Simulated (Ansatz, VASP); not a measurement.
Two plane-wave programs on TiPd

INCAR

```
PREC = Accurate
ENCUT = 500
EDIFF = 1E-7
ISMEAR = 0
SIGMA = 0.1
LREAL = False
LASPH = True
NELM = 120
ALGO = Normal
ISIF = 3
LWAVE = False
LCHARG = False
GGA = CA
IBRION = 2
NSW = 100
EDIFFG = -0.005
GGA_COMPAT = False
NELMIN = 4
```

The input KPOINTS:

```
Automatic mesh
0
Gamma
  14 14 14
```

The input POSCAR:

```
TiPd
1.0
    3.1002694340      0.0000000000      0.0000000000
    0.0000000000      3.1002694340      0.0000000000
    0.0000000000      0.0000000000      3.1002694340
Ti Pd
1 1
Direct
    0.5000000000      0.5000000000      0.5000000000
    0.0000000000      0.0000000000      0.0000000000
```

Input for Ansatz:

```yaml
crystal:
  lattice:
    - [3.100269434, 0.0, 0.0]
    - [0.0, 3.100269434, 0.0]
    - [0.0, 0.0, 3.100269434]
  atoms:
    - { symbol: Ti, position: [0.5, 0.5, 0.5] }
    - { symbol: Pd, position: [0.0, 0.0, 0.0] }
basis:
  ecutwfc: 420
kpoints:
  mp_grid: { grid: [14, 14, 14] }
hamiltonian:
  xc: lda
scf:
  occupations: { method: gaussian, width: 0.1 }
output:
  forces: true
  stress: true
  eigenvalues: true
relax:
  adjacent_minimum: "off"
  f_tol: 0.005
  max_steps: 80
  cell: { stress_tol: 0.05 }
```

Alike in both runs: task relaxation of cell and atoms; functional LDA; k mesh 14 × 14 × 14; occupations gaussian, width 0.1 eV; no spin polarisation.

|  | VASP | Ansatz |
| --- | --- | --- |
| version | VASP 6.6.1 | Ansatz 0.2.0 |
| potentials or method | VASP PAW LDA potentials, release 64 (Ti_sv, Pd), cutoff 500 eV | scalar-relativistic, plane waves, PAW |
| valence electrons in the cell | 22 | 30 |

```tsv
	VASP	Ansatz	Ansatz less VASP
gap on the k mesh at the Fermi level, each at its own relaxed structure (eV)	none	none	-
relaxed volume (Å³/atom)	14.94	14.91	-0.027
relaxed cell length with the largest relative difference (Å)	3.103	3.101	-0.0019
```

LDA's correlation is that of Perdew and Zunger in VASP and of Perdew and Wang (1992) in Ansatz. A gap of «none» marks a metal or a gap that the smearing closes. VASP's potentials hold 22 valence electrons a cell and Ansatz's 30, so a difference there can come from the potentials and not from the codes.
